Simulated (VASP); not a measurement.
Set up this calculation in VASP 6.6.1, as the native input.

| Property | Result |
| --- | --- |
| Task | relaxation of cell and atoms |
| Functional | PBE |
| Potentials or basis | VASP PAW PBE potentials, release 64 (Si) |
| Cutoff | 600 eV |
| k mesh | 12 × 12 × 6 |
| Occupations | gaussian, width 0.1 eV |
| Spin | no spin polarisation |
| Dipole correction | no |
| Further INCAR settings | ALGO = Normal; EDIFF = 1e-07; IBRION = 2; EDIFFG = -0.01; NSW = 100; ISIF = 3 |

The structure of Si lies in POSCAR:

```
Si
1.0
    4.2307610512      0.0000000000      0.0000000000
   -2.1153805256      3.6639465477      0.0000000000
    0.0000000000      0.0000000000      6.7893235603
Si
6
Direct
    0.1662225901      0.8337774099      0.8333333333
    0.1662225901      0.3324451802      0.5000000000
    0.6675548198      0.8337774099      0.1666666667
    0.8337774099      0.1662225901      0.8333333333
    0.8337774099      0.6675548198      0.5000000000
    0.3324451802      0.1662225901      0.1666666667
```

The cell was built from a structure type or drawn by symmetry, and may not be a known phase.

The input as run:

INCAR

```
PREC = Accurate
ENCUT = 600
EDIFF = 1E-7
ISMEAR = 0
SIGMA = 0.1
LREAL = False
LASPH = True
NELM = 60
ALGO = Normal
ISIF = 3
LWAVE = False
LCHARG = False
GGA = PE
IBRION = 2
NSW = 100
EDIFFG = -0.01
```

KPOINTS

```
Automatic mesh
0
Gamma
  12 12 6
```

Potentials or basis: VASP PAW PBE potentials, release 64 (Si).

Run with:

```console
$ cat potpaw_PBE.64/Si/POTCAR > POTCAR
$ mpirun -np 1 vasp_std > vasp.out
```

It gave:

| Item | Value |
| --- | --- |
| Relaxed volume | 17.85 Å³/atom |
| Relaxed cell | a = 4.143 Å, b = 4.143 Å, c = 7.206 Å, α = 90.00°, β = 90.00°, γ = 120.00° |
| Space group after relaxing (to 0.1 Å) | P6_222 (No. 180) |
| Energy gained by relaxing | 9.9 meV/atom |
| Ionic steps | 9 |
| Pressure after relaxing | 0.0 GPa |
| Largest force after relaxing | 0.003 eV/Å |
| Band gap on the k mesh | zero (bands 12 and 13 overlap by 1.65 eV) |

Run time: 17 min on 1 thread of Intel Xeon 8259CL (shared host), peak memory 0.32 GiB.
